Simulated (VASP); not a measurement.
CsVS3: single point with r2SCAN

CsVS3:

```
Cs V S
1.0
     5.50250    0.00000    0.00000
     0.00000    5.50250    0.00000
     0.00000    0.00000    5.50250
Cs V S
1 1 3
Direct
  0.50000 0.50000 0.50000
  0.00000 0.00000 0.00000
  0.00000 0.50000 0.50000
  0.50000 0.00000 0.50000
  0.50000 0.50000 0.00000
```

```
Program                : VASP 6.6.1
Task                   : single point
Functional             : r2SCAN
Potentials or basis    : VASP PAW PBE potentials, release 64 (Cs_sv, V_sv, S)
Cutoff                 : 520 eV
k mesh                 : 4 × 4 × 4
Occupations            : gaussian, width 0.1 eV
Spin                   : collinear spin, ferromagnetic start
Starting moments       : [0.0, 3.52, 0.0, 0.0, 0.0] μB
Dipole correction      : no
Further INCAR settings : ALGO = Normal; EDIFF = 1e-06; NBANDS = 32
```

```
Pressure                                              : 0.0 GPa
Net moment                                            : -1.50 μB per cell
Site moments                                          : Cs +0.17; V -3.12; S +0.43 μB
Valence electrons inside the program's atomic spheres : Cs 6.65; V 11.14; S 3.62
```

Levels at points of the mesh, in eV from the Fermi level:
Spin up:
```
           k point  band 17  band 18  band 19  band 20  band 21  band 22
(0.00, 0.00, 0.00)    -1.19     0.80     0.80     0.80     2.06     3.34
(0.50, 0.00, 0.00)    -1.32    -1.32     0.80     0.80     3.49     3.61
(0.50, 0.50, 0.00)    -1.53    -1.53    -0.51     0.81     3.56     3.66
(0.50, 0.50, 0.50)    -2.00    -0.48    -0.48    -0.48     2.63     3.57
```
Spin down:
```
           k point  band 19  band 20  band 21  band 22  band 23  band 24
(0.00, 0.00, 0.00)    -0.29    -0.29    -0.20    -0.20     0.54     1.75
(0.50, 0.00, 0.00)    -0.28    -0.12     0.15     0.15     0.20     1.77
(0.50, 0.50, 0.00)    -0.27    -0.21    -0.10     0.07     0.07     0.39
(0.50, 0.50, 0.50)    -0.27    -0.27    -0.11    -0.11     0.21     0.21
```

It took 24 min on 1 thread of Intel Xeon 6975P-C, on a shared host, peak memory 0.42 GiB.

Caveat: the PAW data sets were made with another functional, which shifts forces and pressure a little; spin-orbit coupling is left out, which moves the levels of the heavy elements. With open d or f shells a metallic result of r2SCAN can be an artefact of self-interaction; +U or a hybrid may open a gap.
